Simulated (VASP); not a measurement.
Mg, 1 atom in the cell. Symmetry: Im-3m, No. 229, cubic system. Conventional cell: a = 3.666 Å, b = 3.666 Å, c = 3.666 Å, α = 90.00°, β = 90.00°, γ = 90.00°. Mg (site symmetry m-3m) has 14 Mg at 3.17 to 3.67 Å within 4.2 Å.  This cell differs from its parent crystal: volume scaled by 1.04.

```yaml
Program: VASP 6.6.1
Task: single point
Functional: RPBE
Potentials_or_basis: VASP PAW PBE potentials, release 64 (Mg)
Cutoff: 520 eV
k_mesh: 14 × 14 × 14
Occupations: fermi-dirac, width 0.1 eV
Spin: no spin polarisation
Dipole_correction: no
Further_INCAR_settings: ALGO = Normal; EDIFF = 1e-06; NBANDS = 7
```

Potentials or basis: VASP PAW PBE potentials, release 64 (Mg).

The run is started by

```sh
$ cat potpaw_PBE.64/Mg/POTCAR > POTCAR
$ mpirun -np 1 vasp_std > vasp.out
```

Hardware: 1 thread of Intel(R) Xeon(R) 6975P-C (Granite Rapids), with other jobs on the host.

**Question.** How long does it take, and how much memory?

**Answer.** Run time: 6 s on 1 thread of Intel(R) Xeon(R) 6975P-C (Granite Rapids), with other jobs on the host, peak memory 0.14 GiB. Counts: scf iterations 10, k points 104.
